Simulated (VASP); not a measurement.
# Cd7F16 (a cell with a defect) in VASP: single point with PBE

Aim: the single point of Cd7F16 (a cell with a defect) with PBE.

All numbers are computed with VASP 6.6.1; they aren't measurements. Logs are shortened: lines on timing, memory, paths and dates and some standing lists are left out, and cuts for length are marked.

## Step 1: The cell of the first run

The cell holds a defect, 23 atoms: a = 7.628 Å, b = 7.628 Å, c = 7.628 Å, α = 60.00°, β = 60.00°, γ = 60.00°.

## Step 2: Single point, PBE

The input, INCAR:

```
PREC = Accurate
ENCUT = 520
EDIFF = 1E-6
ISMEAR = -1
SIGMA = 0.1
LREAL = Auto
LASPH = True
NELM = 60
ALGO = Normal
ISIF = 2
LWAVE = False
LCHARG = False
GGA = PE
NBANDS = 115
```

The input, KPOINTS:

```
regular mesh
0
Gamma
  2 2 2
```

The input, POSCAR:

```
Cd7F16
1.0
    0.0000000000      5.3937660000      5.3937660000
    5.3937660000      0.0000000000      5.3937660000
    5.3937660000      5.3937660000      0.0000000000
Cd F
7 16
Direct
    0.0005676924     -0.0006342507     -0.0004397669
    0.0005587005      0.4994023656      0.4995692249
    0.0005757573      0.4993890169     -0.0004313313
    0.5005248652     -0.0006125590     -0.0003895238
    0.5005822462     -0.0006200677      0.4995827591
    0.5005826170      0.4993747411     -0.0004155723
    0.5005697318      0.4993683449      0.4995928633
    0.1335368461      0.1322937443      0.1006735368
    0.3780393884      0.3767877583      0.3673852370
    0.1335630800      0.1323761542      0.6324758990
    0.3778878246      0.3768050931      0.8770540843
    0.1327785633      0.6219720136      0.1222532642
    0.3995256746      0.8663837104      0.3665783796
    0.1335107048      0.6005196555      0.6325462580
    0.3779767235      0.8671646119      0.8769206896
    0.6231254749      0.1316123095      0.1221810512
    0.8676072525      0.3982555973      0.3665693877
    0.6016825721      0.1323314730      0.6326290388
    0.8683767520      0.3767540157      0.8769651854
    0.6231840610      0.6220154897      0.1220953968
    0.8675457000      0.8664611146      0.3666507780
    0.6231810019      0.6219017473      0.6317983576
    0.8675916790      0.8664383104      0.8985092234
```

Potentials or basis: VASP PAW PBE potentials, release 64 (Cd, F).

Started as:

```sh
$ cat potpaw_PBE.64/Cd/POTCAR potpaw_PBE.64/F/POTCAR > POTCAR
$ mpirun -np 1 vasp_std > vasp.out
```

OUTCAR:

```text
PREC = Accurate
   ENCUT = 520
   EDIFF = 1E-6
   ISMEAR = -1
   LREAL = Auto
   LASPH = True
   NELM = 60
   ISIF = 2
   GGA = PE

 ion  position               nearest neighbor table
   1  0.001  0.999  1.000-  23 2.29   8 2.29  10 2.29  21 2.29  19 2.35  12 2.35  15 2.35  16 2.35

   2  0.001  0.499  0.500-  10 2.29  14 2.29  21 2.29  17 2.29  12 2.35  22 2.35  19 2.35   9 2.35

   3  0.001  0.499  1.000-  17 2.29  14 2.29  23 2.29   8 2.29  11 2.35  20 2.35  19 2.35  12 2.35

   4  0.501  0.999  1.000-  13 2.29  18 2.29   8 2.29  23 2.29  20 2.35  16 2.35  11 2.35  15 2.35

   5  0.501  0.999  0.500-  21 2.29  10 2.29  13 2.29  18 2.29  15 2.35  16 2.35   9 2.35  22 2.35

   6  0.501  0.499  1.000-  20 2.29  16 2.29  22 2.29  15 2.29  19 2.29  11 2.29   9 2.29  12 2.29

   7  0.501  0.499  0.500-  13 2.29  18 2.29  17 2.29  14 2.29   9 2.35  22 2.35  11 2.35  20 2.35

   8  0.134  0.132  0.101-   4 2.29   1 2.29   3 2.29
   9  0.378  0.377  0.367-   6 2.29   7 2.35   5 2.35   2 2.35
  10  0.134  0.132  0.632-   5 2.29   2 2.29   1 2.29
  11  0.378  0.377  0.877-   6 2.29   3 2.35   4 2.35   7 2.35
  12  0.133  0.622  0.122-   6 2.29   2 2.35   1 2.35   3 2.35
  13  0.400  0.866  0.367-   4 2.29   7 2.29   5 2.29
  14  0.134  0.601  0.633-   3 2.29   2 2.29   7 2.29
  15  0.378  0.867  0.877-   6 2.29   5 2.35   1 2.35   4 2.35
  16  0.623  0.132  0.122-   6 2.29   4 2.35   5 2.35   1 2.35
  17  0.868  0.398  0.367-   3 2.29   7 2.29   2 2.29
  18  0.602  0.132  0.633-   4 2.29   7 2.29   5 2.29
  19  0.868  0.377  0.877-   6 2.29   1 2.35   2 2.35   3 2.35
  20  0.623  0.622  0.122-   6 2.29   4 2.35   3 2.35   7 2.35
  21  0.868  0.866  0.367-   5 2.29   2 2.29   1 2.29
  22  0.623  0.622  0.632-   6 2.29   7 2.35   2 2.35   5 2.35
  23  0.868  0.866  0.899-   1 2.29   3 2.29   4 2.29

  LATTYP: Found a face centered cubic cell.
 ALAT       =    10.7875320000

  Lattice vectors:

 A1 = (   0.0000000000,   5.3937660000,   5.3937660000)
 A2 = (   5.3937660000,   0.0000000000,   5.3937660000)
 A3 = (   5.3937660000,   5.3937660000,   0.0000000000)

Analysis of symmetry for initial positions (statically):
=====================================================================
 Subroutine PRICEL returns:
 Original cell was already a primitive cell.

 Routine SETGRP: Setting up the symmetry group for a
 face centered cubic supercell.

 Subroutine GETGRP returns: Found  1 space group operations
 (whereof  1 operations were pure point group operations)
 out of a pool of 48 trial point group operations.

The static configuration has the point symmetry C_1 .

Analysis of symmetry for dynamics (positions and initial velocities):
=====================================================================
 Subroutine PRICEL returns:
 Original cell was already a primitive cell.

 Routine SETGRP: Setting up the symmetry group for a
 face centered cubic supercell.

 Subroutine GETGRP returns: Found  1 space group operations
 (whereof  1 operations were pure point group operations)
 out of a pool of 48 trial point group operations.

The dynamic configuration has the point symmetry C_1 .

 Subroutine INISYM returns: Found  1 space group operations
 (whereof  1 operations are pure point group operations),
 and found     1 'primitive' translations

----------------------------------------------------------------------------------------

                                     Primitive cell

  volume of cell :     313.8386

  direct lattice vectors                    reciprocal lattice vectors
     0.000000000  5.393766000  5.393766000    -0.092699609  0.092699609  0.092699609
     5.393766000  0.000000000  5.393766000     0.092699609 -0.092699609  0.092699609
     5.393766000  5.393766000  0.000000000     0.092699609  0.092699609 -0.092699609

  length of vectors
     7.627937029  7.627937029  7.627937029     0.160560433  0.160560433  0.160560433

  position of ions in fractional coordinates (direct lattice)
     0.000567692  0.999365749  0.999560233
     0.000558701  0.499402366  0.499569225
     0.000575757  0.499389017  0.999568669
     0.500524865  0.999387441  0.999610476
     0.500582246  0.999379932  0.499582759
     0.500582617  0.499374741  0.999584428
[... 15 lines left out ...]
     0.623181002  0.621901747  0.631798358
     0.867591679  0.866438310  0.898509223

  ion indices of the primitive-cell ions
   primitive index   ion index
                 1           1
                 2           2
                 3           3
                 4           4
                 5           5
                 6           6
[... 15 lines left out ...]
                22          22
                23          23

----------------------------------------------------------------------------------------

 KPOINTS: regular mesh

Automatic generation of k-mesh.
 Grid dimensions read from file:
 generate k-points for:    2    2    2

 Generating k-lattice:

  Cartesian coordinates                     Fractional coordinates (reciprocal lattice)
    -0.046349805  0.046349805  0.046349805     0.500000000  0.000000000  0.000000000
     0.046349805 -0.046349805  0.046349805     0.000000000  0.500000000  0.000000000
     0.046349805  0.046349805 -0.046349805     0.000000000  0.000000000  0.500000000

  Length of vectors
     0.080280216  0.080280216  0.080280216

  Shift w.r.t. Gamma in fractional coordinates (k-lattice)
     0.000000000  0.000000000  0.000000000

 Subroutine IBZKPT returns following result:
 ===========================================

 Found      8 irreducible k-points:

 Following reciprocal coordinates:
            Coordinates               Weight
  0.000000  0.000000  0.000000      1.000000
  0.500000  0.000000  0.000000      1.000000
  0.000000  0.500000  0.000000      1.000000
  0.000000  0.000000  0.500000      1.000000
  0.500000  0.500000  0.500000      1.000000
  0.500000  0.500000  0.000000      1.000000
  0.000000  0.500000  0.500000      1.000000
  0.500000  0.000000  0.500000      1.000000
   k-points           NKPTS =      8   k-points in BZ     NKDIM =      8   number of bands    NBANDS=    115
   number of dos      NEDOS =    301   number of ions     NIONS =     23
   total plane-waves  NPLWV = 216000
   dimension x,y,z NGX =    60 NGY =   60 NGZ =   60
   dimension x,y,z NGXF=   120 NGYF=  120 NGZF=  120
   ions per type =               7  16
   NGX,Y,Z   is equivalent  to a cutoff of  13.08, 13.08, 13.08 a.u.
   NGXF,Y,Z  is equivalent  to a cutoff of  26.15, 26.15, 26.15 a.u.
 SYSTEM =  unknown system
   PREC   = accura    normal or accurate (medium, high low for compatibility)
   ISTART =      0    job   : 0-new  1-cont  2-samecut
   ICHARG =      2    charge: 1-file 2-atom 10-const
   ISPIN  =      1    spin polarized calculation?
   LNONCOLLINEAR =      F non collinear calculations
   LSORBIT =      F    spin-orbit coupling
   LASPH  =      T    aspherical Exc in radial PAW
   ENCUT  =  520.0 eV  38.22 Ry    6.18 a.u.  14.18 14.18 14.18*2*pi/ulx,y,z
   NELM   =     60;   NELMIN=  2; NELMDL= -5     # of ELM steps
   EDIFF  = 0.1E-05   stopping-criterion for ELM
   LREAL  =      T    real-space projection
   EDIFFG = 0.1E-04   stopping-criterion for IOM
   NSW    =      0    number of steps for IOM
   IBRION =     -1    ionic relax: 0-MD 1-quasi-New 2-CG
   NFREE  =      0    steps in history (QN), initial steepest desc. (CG)
   ISIF   =      2    stress and relaxation
   ISYM   =      2    0-nonsym 1-usesym 2-fastsym
   POTIM  = 0.5000    time-step for ionic-motion
   TEBEG  =    0.0;   TEEND  =   0.0 temperature during run
   PSTRESS=    0.0 pullay stress
   NELECT =     196.0000    total number of electrons
   NUPDOWN=      -1.0000    fix difference up-down
   EMIN   =  10.00;   EMAX   =-10.00  energy-range for DOS
   EFERMI =   0.00;   METHOD = LEGACY
   ISMEAR =    -1;   SIGMA  =   0.10  broadening in eV -4-tet -1-fermi 0-gaus
   EFERMI_NEDOS =   21; number of points for ismear=-14 and -15
   IALGO  =     38    algorithm
   IMIX   =      4    mixing-type and parameters
     AMIX     =   0.40;   BMIX     =  1.00
     AMIX_MAG =   1.60;   BMIX_MAG =  1.00
  volume/ion in A,a.u.               =      13.65        92.08
  Fermi-wavevector in a.u.,A,eV,Ry     =   1.399345  2.644378 26.642466  1.958166
  Thomas-Fermi vector in A             =   2.522413
   LORBIT       =      0    0 simple, 1 ext, 2 COOP (PROOUT), +10 PAW based schemes
   GGA     = PE    functional components
   LHFCALC =     F    Hartree Fock is set to
   AEXX    =    0.0000 exact exchange contribution
   IVDW    =     0    specifies the selected vdW correction
   LEPSILON=     F    determine dielectric tensor
   LRPA    =     F    only Hartree local field effects (RPA)
 non-spin polarized calculation
  energy-cutoff  :      520.00
  volume of cell :      313.84
 maximum number of plane-waves:      8480
 NGX is ok and might be reduce to    60
   NGX = 29   NGY = 29   NGZ = 29

 number of electron     195.9999920 magnetization

 Free energy of the ion-electron system (eV)
  ---------------------------------------------------
  ext. energy  EPLUGINS =         0.00000000
  ---------------------------------------------------
  free energy    TOTEN  =       -78.55691183 eV

  energy without entropy =      -78.02216057  energy(sigma->0) =      -78.28953620

 E-fermi :  -1.9876     XC(G=0):  -9.9408

 val. band max:       -1.9909142520   @ k =   0.0000   0.5000   0.5000
 cond. band min:       1.6056886047   @ k =   0.0000   0.0000   0.0000
 fundamental gap:      3.5966028566
 Fermi energy:        -1.9876283082

 k-point     1 :       0.0000    0.0000    0.0000
  band No.  band energies     occupation
      1     -22.9132      2.00000
      2     -22.4962      2.00000
      3     -22.4962      2.00000
      4     -22.4961      2.00000
      5     -22.3940      2.00000
      6     -22.3939      2.00000
[... 102 lines left out ...]
    109       7.5107      0.00000
    110       7.6952      0.00000
[... 789 lines left out ...]
    109       8.7372      0.00000
    110       8.7373      0.00000
 [bands above 110 left out]

------------------------ aborting loop because EDIFF is reached ----------------------------------------

  FORCE on cell =-STRESS in cart. coord.  units (eV):
  Direction    XX          YY          ZZ          XY          YZ          ZX
  --------------------------------------------------------------------------------------
  -------------------------------------------------------------------------------------
  Total        9.8498042      9.8439092      9.8429924     -0.0091813     -0.0002535     -0.0014700
  in kB       50.2842390     50.2541443     50.2494637     -0.0468716     -0.0012943     -0.0075044
  external PRESSURE =      50.2626157 kB  Pullay stress =       0.0000000 kB

 VOLUME and BASIS-vectors are now :
 -----------------------------------------------------------------------------
  energy-cutoff  :      520.00
  volume of cell :      313.84
      direct lattice vectors                 reciprocal lattice vectors
     0.000000000  5.393766000  5.393766000    -0.092699609  0.092699609  0.092699609
     5.393766000  0.000000000  5.393766000     0.092699609 -0.092699609  0.092699609
     5.393766000  5.393766000  0.000000000     0.092699609  0.092699609 -0.092699609

 POSITION                                       TOTAL-FORCE (eV/Angst)
 -----------------------------------------------------------------------------------
     10.78174      5.39446      5.39341         0.000506     -0.000167      0.000542
      5.38822      2.69757      2.69667        -0.000622      0.000474     -0.000156
      8.08503      5.39455      2.69669        -0.000087     -0.000415     -0.000789
     10.78213      8.09138      8.09018        -0.001100      0.000123      0.000454
      8.08505      5.39466      8.09044         0.000147     -0.000245     -0.000142
      8.08504      8.09155      5.39354        -0.000130     -0.000508     -0.000477
[... 15 lines left out ...]
      6.76217      6.76906      6.71568        -0.009424     -0.010062      0.010337
      9.51971      9.52593      9.35295        -0.020882     -0.021763      0.021407
 -----------------------------------------------------------------------------------
    total drift:                               -0.003526      0.005185     -0.001681

  FREE ENERGIE OF THE ION-ELECTRON SYSTEM (eV)
  ---------------------------------------------------
  free  energy   TOTEN  =       -78.5569118342 eV

  energy  without entropy=      -78.0221605736  energy(sigma->0) =      -78.28953620
```

Wall time 18 min (1 thread of AMD EPYC 7R13, shared host); peak memory 0.55 GiB.

Results:

```yaml
Free_energy: -78.5569 eV
Pressure: 5.0 GPa
Largest_force: 0.039 eV/Å
Band_gap_on_the_k_mesh: zero (bands 98 and 99 overlap by 0.08 eV)
```

Forces on the atoms (eV/Å):
```
Cd   0.001  0.000  0.001
Cd  -0.001  0.000  0.000
Cd   0.000  0.000 -0.001
Cd  -0.001  0.000  0.000
Cd   0.000  0.000  0.000
Cd   0.000 -0.001  0.000
Cd   0.000  0.000  0.000
F    0.021  0.023 -0.023
F    0.009  0.008 -0.009
F   -0.020 -0.021 -0.021
F   -0.010 -0.009 -0.010
F    0.008 -0.009 -0.008
F    0.022 -0.022 -0.024
F    0.021 -0.023  0.023
F    0.009 -0.008  0.008
F   -0.010  0.011 -0.010
F   -0.019  0.021 -0.020
F   -0.020  0.019  0.022
F   -0.010  0.010  0.010
F    0.009  0.009  0.008
F    0.020  0.023  0.023
F   -0.009 -0.010  0.010
F   -0.021 -0.022  0.021
```

Levels at points of the mesh, in eV from the Fermi level:
```csv
k point,band 96,band 97,band 98,band 99,band 100,band 101,band 102,band 103
"(0.00, 0.00, 0.00)",-0.14,-0.05,-0.05,-0.05,3.59,7.27,7.27,7.27
"(0.50, 0.00, 0.00)",-0.24,-0.21,-0.21,-0.13,5.16,5.46,7.52,7.52
"(0.00, 0.50, 0.00)",-0.24,-0.21,-0.21,-0.13,5.16,5.46,7.52,7.52
"(0.00, 0.00, 0.50)",-0.24,-0.21,-0.21,-0.13,5.16,5.46,7.52,7.52
"(0.50, 0.50, 0.50)",-0.24,-0.21,-0.21,-0.13,5.16,5.46,7.52,7.52
"(0.50, 0.50, 0.00)",-0.30,-0.22,-0.07,0.00,5.46,5.83,6.83,6.89
"(0.00, 0.50, 0.50)",-0.30,-0.22,-0.07,0.00,5.46,5.83,6.83,6.89
"(0.50, 0.00, 0.50)",-0.30,-0.22,-0.07,0.00,5.46,5.83,6.83,6.89
```

Caveat: the k points lie up to 0.50 Å⁻¹ apart.
